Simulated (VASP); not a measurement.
# Ni (Im-3m) in VASP: further runs

Runs on Ni. Level: LDA. Tasks: single point.

All numbers are computed with VASP 6.6.1; they aren't measurements. Logs are shortened: lines on timing, memory, paths and dates and some standing lists are left out, and cuts for length are marked.

## Step 1: The cell of the first run

Symmetry: Im-3m, No. 229, cubic system. Conventional cell: a = 2.767 Å, b = 2.767 Å, c = 2.767 Å, α = 90.00°, β = 90.00°, γ = 90.00°. Within 3.2 Å of Ni (site symmetry m-3m) lie 14 Ni at 2.40 to 2.77 Å.

This isn't the form of Ni at room conditions, which is fcc.

## Step 2: Single point, LDA, collinear spin, ferromagnetic start

Contents of INCAR:

```
ALGO = Normal
EDIFF = 1E-6
ENCUT = 520
ISIF = 2
ISMEAR = -1
ISPIN = 2
LASPH = True
LCHARG = False
LMAXMIX = 4
LORBIT = 11
LREAL = False
LWAVE = False
MAGMOM = 1.5 1.5
NBANDS = 21
NELM = 150
PREC = Accurate
SIGMA = 0.05
```

Contents of KPOINTS:

```
k-points
0
Gamma
  11 11 11
```

Contents of POSCAR:

```
Ni
1.0
    2.7674309400      0.0000000000      0.0000000000
    0.0000000000      2.7674309400      0.0000000000
    0.0000000000      0.0000000000      2.7674309400
Ni
2
Direct
    0.0000000000      0.0000000000      0.0000000000
    0.5000000000      0.5000000000      0.5000000000
```

Potentials or basis: VASP PAW LDA potentials, release 64 (Ni).

The run is started by

```
cat potpaw_LDA.64/Ni/POTCAR > POTCAR
mpirun -np 1 vasp_std > vasp.out
```

OUTCAR:

```text
EDIFF = 1E-6
   ENCUT = 520
   ISIF = 2
   ISMEAR = -1
   ISPIN = 2
   LASPH = True
   LORBIT = 11
   LREAL = False
   NELM = 150
   PREC = Accurate

 ion  position               nearest neighbor table
   1  0.000  0.000  0.000-   2 2.40   2 2.40   2 2.40   2 2.40   2 2.40   2 2.40   2 2.40   2 2.40

   2  0.500  0.500  0.500-   1 2.40   1 2.40   1 2.40   1 2.40   1 2.40   1 2.40   1 2.40   1 2.40

  LATTYP: Found a simple cubic cell.
 ALAT       =     2.7674309400

  Lattice vectors:

 A1 = (   2.7674309400,   0.0000000000,   0.0000000000)
 A2 = (   0.0000000000,   2.7674309400,   0.0000000000)
 A3 = (   0.0000000000,   0.0000000000,   2.7674309400)

Analysis of symmetry for initial positions (statically):
=====================================================================
 Subroutine PRICEL returns following result:

  LATTYP: Found a body centered cubic cell.
 ALAT       =     2.7674309400

  Lattice vectors:

 A1 = (   1.3837154700,   1.3837154700,  -1.3837154700)
 A2 = (  -1.3837154700,   1.3837154700,   1.3837154700)
 A3 = (   1.3837154700,  -1.3837154700,   1.3837154700)

   2 primitive cells build up your supercell.

 Routine SETGRP: Setting up the symmetry group for a
 simple cubic supercell.

 Subroutine GETGRP returns: Found 48 space group operations
 (whereof 48 operations were pure point group operations)
 out of a pool of 48 trial point group operations.

The static configuration has the point symmetry O_h .

Analysis of symmetry for dynamics (positions and initial velocities):
=====================================================================
 Subroutine PRICEL returns following result:

  LATTYP: Found a body centered cubic cell.
 ALAT       =     2.7674309400

  Lattice vectors:

 A1 = (   1.3837154700,   1.3837154700,  -1.3837154700)
 A2 = (  -1.3837154700,   1.3837154700,   1.3837154700)
 A3 = (   1.3837154700,  -1.3837154700,   1.3837154700)

   2 primitive cells build up your supercell.

 Routine SETGRP: Setting up the symmetry group for a
 simple cubic supercell.

 Subroutine GETGRP returns: Found 48 space group operations
 (whereof 48 operations were pure point group operations)
 out of a pool of 48 trial point group operations.

The dynamic configuration has the point symmetry O_h .

Analysis of structural, dynamic, and magnetic symmetry:
=====================================================================
 Subroutine PRICEL returns following result:

  LATTYP: Found a body centered cubic cell.
 ALAT       =     2.7674309400

  Lattice vectors:

 A1 = (   1.3837154700,   1.3837154700,  -1.3837154700)
 A2 = (  -1.3837154700,   1.3837154700,   1.3837154700)
 A3 = (   1.3837154700,  -1.3837154700,   1.3837154700)

   2 primitive cells build up your supercell.

 Routine SETGRP: Setting up the symmetry group for a
 simple cubic supercell.

 Subroutine GETGRP returns: Found 48 space group operations
 (whereof 48 operations were pure point group operations)
 out of a pool of 48 trial point group operations.

The overall configuration has the point symmetry O_h .

 Subroutine INISYM returns: Found 48 space group operations
 (whereof 48 operations are pure point group operations),
 and found     2 'primitive' translations

----------------------------------------------------------------------------------------

                                     Primitive cell

  volume of cell :      10.5974

  direct lattice vectors                    reciprocal lattice vectors
     1.383715470  1.383715470 -1.383715470     0.361345964  0.361345964  0.000000000
    -1.383715470  1.383715470  1.383715470    -0.000000000  0.361345964  0.361345964
     1.383715470 -1.383715470  1.383715470     0.361345964  0.000000000  0.361345964

  length of vectors
     2.396665497  2.396665497  2.396665497     0.511020363  0.511020363  0.511020363

  position of ions in fractional coordinates (direct lattice)
     0.000000000  0.000000000  0.000000000

  ion indices of the primitive-cell ions
   primitive index   ion index
                 1           1

----------------------------------------------------------------------------------------

 KPOINTS: k-points

Automatic generation of k-mesh.
 Grid dimensions read from file:
 generate k-points for:   11   11   11

 Generating k-lattice:

  Cartesian coordinates                     Fractional coordinates (reciprocal lattice)
     0.032849633  0.000000000  0.000000000     0.090909091  0.000000000  0.000000000
     0.000000000  0.032849633  0.000000000     0.000000000  0.090909091  0.000000000
     0.000000000  0.000000000  0.032849633     0.000000000  0.000000000  0.090909091

  Length of vectors
     0.032849633  0.032849633  0.032849633

  Shift w.r.t. Gamma in fractional coordinates (k-lattice)
     0.000000000  0.000000000  0.000000000

 Subroutine IBZKPT returns following result:
 ===========================================

 Found     56 irreducible k-points:

 Following reciprocal coordinates:
            Coordinates               Weight
  0.000000  0.000000  0.000000      1.000000
  0.090909  0.000000  0.000000      6.000000
  0.181818  0.000000  0.000000      6.000000
  0.272727  0.000000  0.000000      6.000000
  0.363636  0.000000  0.000000      6.000000
  0.454545  0.000000  0.000000      6.000000
[... 16 lines left out ...]
  0.181818  0.090909  0.090909     24.000000
  0.272727  0.090909  0.090909     24.000000
 [... further k-points ...]
   k-points           NKPTS =     56   k-points in BZ     NKDIM =     56   number of bands    NBANDS=     21
   number of dos      NEDOS =    301   number of ions     NIONS =      2
   total plane-waves  NPLWV =  13824
   dimension x,y,z NGX =    24 NGY =   24 NGZ =   24
   dimension x,y,z NGXF=    48 NGYF=   48 NGZF=   48
   ions per type =               2
   NGX,Y,Z   is equivalent  to a cutoff of  14.42, 14.42, 14.42 a.u.
   NGXF,Y,Z  is equivalent  to a cutoff of  28.83, 28.83, 28.83 a.u.
 SYSTEM =  unknown system
   PREC   = accura    normal or accurate (medium, high low for compatibility)
   ISTART =      0    job   : 0-new  1-cont  2-samecut
   ICHARG =      2    charge: 1-file 2-atom 10-const
   ISPIN  =      2    spin polarized calculation?
   LNONCOLLINEAR =      F non collinear calculations
   LSORBIT =      F    spin-orbit coupling
   LASPH  =      T    aspherical Exc in radial PAW
   ENCUT  =  520.0 eV  38.22 Ry    6.18 a.u.   5.15  5.15  5.15*2*pi/ulx,y,z
   NELM   =    150;   NELMIN=  2; NELMDL= -5     # of ELM steps
   EDIFF  = 0.1E-05   stopping-criterion for ELM
   LREAL  =      F    real-space projection
   EDIFFG = 0.1E-04   stopping-criterion for IOM
   NSW    =      0    number of steps for IOM
   IBRION =     -1    ionic relax: 0-MD 1-quasi-New 2-CG
   NFREE  =      0    steps in history (QN), initial steepest desc. (CG)
   ISIF   =      2    stress and relaxation
   ISYM   =      2    0-nonsym 1-usesym 2-fastsym
   POTIM  = 0.5000    time-step for ionic-motion
   TEBEG  =    0.0;   TEEND  =   0.0 temperature during run
   PSTRESS=    0.0 pullay stress
   NELECT =      20.0000    total number of electrons
   NUPDOWN=      -1.0000    fix difference up-down
   EMIN   =  10.00;   EMAX   =-10.00  energy-range for DOS
   EFERMI =   0.00;   METHOD = LEGACY
   ISMEAR =    -1;   SIGMA  =   0.05  broadening in eV -4-tet -1-fermi 0-gaus
   EFERMI_NEDOS =   21; number of points for ismear=-14 and -15
   IALGO  =     38    algorithm
   IMIX   =      4    mixing-type and parameters
     AMIX     =   0.40;   BMIX     =  1.00
     AMIX_MAG =   1.60;   BMIX_MAG =  1.00
  volume/ion in A,a.u.               =      10.60        71.51
  Fermi-wavevector in a.u.,A,eV,Ry     =   1.605738  3.034405 35.081190  2.578395
  Thomas-Fermi vector in A             =   2.702037
   LORBIT       =     11    0 simple, 1 ext, 2 COOP (PROOUT), +10 PAW based schemes
   GGA     = CA    functional components
   LHFCALC =     F    Hartree Fock is set to
   AEXX    =    0.0000 exact exchange contribution
   IVDW    =     0    specifies the selected vdW correction
   LEPSILON=     F    determine dielectric tensor
   LRPA    =     F    only Hartree local field effects (RPA)
 spin polarized calculation
  energy-cutoff  :      520.00
  volume of cell :       21.19
 maximum number of plane-waves:       587
 NGX is ok and might be reduce to    24
   NGX = 11   NGY = 11   NGZ = 11

 number of electron      19.9999999 magnetization       0.9015414

 Free energy of the ion-electron system (eV)
  ---------------------------------------------------
  ext. energy  EPLUGINS =         0.00000000
  ---------------------------------------------------
  free energy    TOTEN  =       -12.93399359 eV

  energy without entropy =      -12.90281515  energy(sigma->0) =      -12.91840437

 E-fermi :   9.2622     XC(G=0): -13.7659

 val. band max:        9.2615388250   @ k =   0.3636   0.0000   0.0000
 cond. band min:       9.2775285917   @ k =   0.4545   0.1818   0.0909
 fundamental gap:      0.0159897667
 Fermi energy:         9.2622452421

 spin component 1

 k-point     1 :       0.0000    0.0000    0.0000
  band No.  band energies     occupation
      1       0.2416      1.00000
      2       5.0151      1.00000
      3       5.0151      1.00000
      4       7.0219      1.00000
      5       7.0219      1.00000
      6       7.0219      1.00000
[... 550 lines left out ...]
      5       6.8782      1.00000
      6       7.7071      1.00000
[... 13 lines left out ...]
     20      35.2449      0.00000
     21      36.1560      0.00000

 [... further k-points ...]

 spin component 2

 k-point     1 :       0.0000    0.0000    0.0000
  band No.  band energies     occupation
      1       0.2884      1.00000
      2       5.2955      1.00000
      3       5.2955      1.00000
      4       7.4854      1.00000
      5       7.4854      1.00000
      6       7.4854      1.00000
[... 550 lines left out ...]
      5       7.3159      1.00000
      6       8.1625      1.00000
[... 13 lines left out ...]
     20      35.3454      0.00000
     21      36.2795      0.00000

 [... further k-points ...]

------------------------ aborting loop because EDIFF is reached ----------------------------------------

  FORCE on cell =-STRESS in cart. coord.  units (eV):
  Direction    XX          YY          ZZ          XY          YZ          ZX
  --------------------------------------------------------------------------------------
  -------------------------------------------------------------------------------------
  Total       -1.4255311     -1.4255311     -1.4255311     -0.0000000     -0.0000000     -0.0000000
  in kB     -107.7598334   -107.7598334   -107.7598334     -0.0000000     -0.0000000     -0.0000000
  external PRESSURE =    -107.7598334 kB  Pullay stress =       0.0000000 kB

 VOLUME and BASIS-vectors are now :
 -----------------------------------------------------------------------------
  energy-cutoff  :      520.00
  volume of cell :       21.19
      direct lattice vectors                 reciprocal lattice vectors
     2.767430940  0.000000000  0.000000000     0.361345964  0.000000000  0.000000000
     0.000000000  2.767430940  0.000000000     0.000000000  0.361345964  0.000000000
     0.000000000  0.000000000  2.767430940     0.000000000  0.000000000  0.361345964

 POSITION                                       TOTAL-FORCE (eV/Angst)
 -----------------------------------------------------------------------------------
      0.00000      0.00000      0.00000        -0.000000      0.000000     -0.000000
      1.38372      1.38372      1.38372         0.000000     -0.000000      0.000000
 -----------------------------------------------------------------------------------
    total drift:                                0.000000      0.000000     -0.000000

  FREE ENERGIE OF THE ION-ELECTRON SYSTEM (eV)
  ---------------------------------------------------
  free  energy   TOTEN  =       -12.9339935944 eV

  energy  without entropy=      -12.9028151501  energy(sigma->0) =      -12.91840437

 total charge

# of ion       s       p       d       tot
------------------------------------------
    1        0.504   0.511   8.357   9.372
    2        0.504   0.511   8.357   9.372
--------------------------------------------------
tot          1.008   1.022  16.713  18.744

 magnetization (x)

# of ion       s       p       d       tot
------------------------------------------
    1       -0.002  -0.007   0.460   0.451
    2       -0.002  -0.007   0.460   0.451
--------------------------------------------------
tot         -0.004  -0.014   0.920   0.901
```

It took 20 s on 1 thread of AMD EPYC 9R45 (Zen 5), shared host; peak memory 0.12 GiB.

What came out:

| Property | Result |
| --- | --- |
| Free energy | -12.9340 eV |
| Pressure | -10.8 GPa |
| Net moment | 0.90 μB per cell |
| Site moments | Ni +0.45 μB |
| Valence electrons inside the program's atomic spheres | Ni 9.37 |

Levels at points of the mesh, in eV from the Fermi level:
Spin up:
| k point | band 7 | band 8 | band 9 | band 10 | band 11 | band 12 | band 13 | band 14 | band 15 | band 16 |
| --- | --- | --- | --- | --- | --- | --- | --- | --- | --- | --- |
| (0.00, 0.00, 0.00) | -0.78 | -0.78 | -0.11 | -0.11 | -0.11 | 9.93 | 9.93 | 9.93 | 16.09 | 16.09 |
Spin down:
| k point | band 6 | band 7 | band 8 | band 9 | band 10 | band 11 | band 12 | band 13 | band 14 | band 15 |
| --- | --- | --- | --- | --- | --- | --- | --- | --- | --- | --- |
| (0.00, 0.00, 0.00) | -1.78 | -0.39 | -0.39 | 0.41 | 0.41 | 0.41 | 10.00 | 10.00 | 10.00 | 16.25 |

Caveat: the cell stands under tension.

(Part 1 of 2 ends here.)
